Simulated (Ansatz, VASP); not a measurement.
**One calculation of ZrB2, two programs**

Contents of POSCAR:

```
ZrB2
1.0
    3.1700000000      0.0000000000      0.0000000000
   -1.5850000000      2.7453005300      0.0000000000
    0.0000000000      0.0000000000      3.5330000000
Zr B
1 2
Direct
    0.0000000000      0.0000000000      0.0000000000
    0.6666666667      0.3333333333      0.5000000000
    0.3333333333      0.6666666667      0.5000000000
```

File INCAR.step1:

```
PREC     = Accurate       # precision mode
ENCUT    = 600            # plane-wave cutoff, eV
ISMEAR   = -1             # smearing method
SIGMA    = 0.05           # smearing width, eV
LREAL    = F              # projectors in reciprocal space
LASPH    = T              # aspherical terms in the spheres
NELM     = 150            # most SCF steps
LMAXMIX  = 4              # l up to which the mixer works
LDAU     = T              # DFT+U
LDAUTYPE = 2            
LDAUL    = 2 -1           # shell
LDAUU    = 2 0            # U, eV
LDAUJ    = 0 0          
GGA      = PE             # functional
ALGO     = Normal         # electronic algorithm
EDIFF    = 1E-4           # SCF threshold, eV
LWAVE    = T              # write WAVECAR
LCHARG   = F              # write CHGCAR
```

The input INCAR.step2:

```
PREC     = Accurate       # precision mode
ENCUT    = 600            # plane-wave cutoff, eV
EDIFF    = 1E-6           # SCF threshold, eV
ISMEAR   = -1             # smearing method
SIGMA    = 0.05           # smearing width, eV
LREAL    = F              # projectors in reciprocal space
LASPH    = T              # aspherical terms in the spheres
NELM     = 150            # most SCF steps
ALGO     = Normal         # electronic algorithm
ISIF     = 3              # what is computed and relaxed
LWAVE    = F              # write WAVECAR
LCHARG   = F              # write CHGCAR
LMAXMIX  = 4              # l up to which the mixer works
LDAU     = T              # DFT+U
LDAUTYPE = 2            
LDAUL    = 2 -1           # shell
LDAUU    = 2 0            # U, eV
LDAUJ    = 0 0          
LDAUPRINT= 1            
METAGGA  = R2SCAN         # meta-GGA
LMIXTAU  = T            
IBRION   = 2              # ionic algorithm
NSW      = 60             # ionic steps
EDIFFG   = -0.01          # ionic threshold
ISTART   = 1
```

Contents of KPOINTS:

```
regular mesh
0
Gamma
  10 10 8
```

input.yaml

```yaml
crystal:
  lattice:
    - [3.17, 0.0, 0.0]
    - [-1.585, 2.74530053, 0.0]
    - [0.0, 0.0, 3.533]
  atoms:
    - { symbol: Zr, position: [0.0, 0.0, 0.0] }
    - { symbol: B, position: [0.6666666667, 0.3333333333, 0.5] }
    - { symbol: B, position: [0.3333333333, 0.6666666667, 0.5] }
hamiltonian:
  xc: r2scan
  pseudopotentials: { kind: paw }
  hubbard: { sites: [{ species: Zr, l: d, u_eff: 2.0 }] }
kpoints:
  mp_grid: { grid: [10, 10, 8] }
scf:
  occupations: { method: fermi_dirac, width: 0.05 }
output:
  forces: true
  stress: true
  eigenvalues: true
relax:
  f_tol: 0.01
  max_steps: 40
  cell: { stress_tol: 0.05 }
```

Alike in both runs: task relaxation of cell and atoms; functional r2SCAN; k mesh 10 × 10 × 8; occupations fermi-dirac, width 0.05 eV; no spin polarisation; Hubbard terms Zr d U = 2.0 eV.

|  | VASP | Ansatz |
| --- | --- | --- |
| version | VASP 6.6.1 | Ansatz 0.2.0 |
| potentials or method | VASP PAW PBE potentials, release 64 (Zr_sv, B) | Ansatz PAW |
| plane-wave cutoff (eV) | 600 | 500 |
| valence electrons in the cell | 18 | 18 |

```tsv
	VASP	Ansatz	Ansatz less VASP
gap on the k mesh at the Fermi level, each at its own relaxed structure (eV)	none	none	-
relaxed volume (Å³/atom)	10.49	10.37	-0.120
relaxed cell length with the largest relative difference (Å)	3.181	3.169	-0.0125
```

VASP's potentials were made for PBE, not for r2SCAN. The programs project onto different local orbitals, so the same U acts differently, and such runs can settle in different states. A gap of «none» marks a metal or a gap that the smearing closes.

Noted on Ansatz's run: the plane-wave basis is chosen anew once the cell has moved, so the energies of steps on either side of that aren't comparable.
